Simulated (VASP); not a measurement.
Input of a VASP 6.6.1 run:

POSCAR

```
Na
1.0
   -2.1938287580      2.1938287580      2.1938287580
    2.1938287580     -2.1938287580      2.1938287580
    2.1938287580      2.1938287580     -2.1938287580
Na
1
Direct
    0.0000000000      0.0000000000      0.0000000000
```

Contents of INCAR.step1:

```
SYSTEM = Na
PREC = Accurate
ENCUT = 520
ISMEAR = -1
SIGMA = 0.1
LREAL = .False.
LASPH = .True.
NELM = 60
NBANDS = 10
GGA = PE
ALGO = Normal
EDIFF = 1E-4
LWAVE = .True.
LCHARG = .False.
```

Contents of INCAR.step2:

```
SYSTEM = Na
PREC = Accurate
ENCUT = 520
EDIFF = 1E-6
ISMEAR = -1
SIGMA = 0.1
LREAL = .False.
LASPH = .True.
NELM = 60
ALGO = Normal
ISIF = 2
LWAVE = .False.
LCHARG = .False.
METAGGA = R2SCAN
LMIXTAU = .True.
NBANDS = 10
ISTART = 1
```

Contents of KPOINTS:

```
Automatic mesh
0
Gamma
  17 17 17
  0 0 0
```

Potentials or basis: VASP PAW PBE potentials, release 64 (Na_pv).

Command:

```sh
$ cat potpaw_PBE.64/Na_pv/POTCAR > POTCAR
$ cp INCAR.step1 INCAR
$ mpirun -np 1 vasp_std > vasp.out
$ cp INCAR.step2 INCAR
$ mpirun -np 1 vasp_std > vasp.out
```

**Question.** What does it give for the pressure?

**Answer.** -0.7 GPa.

**Question.** Predict the band gap on the k mesh.

**Answer.** Zero (an odd number of electrons rules out a gap without spin polarisation).

Caveat: the PAW data sets were made with another functional, which shifts forces and pressure a little.
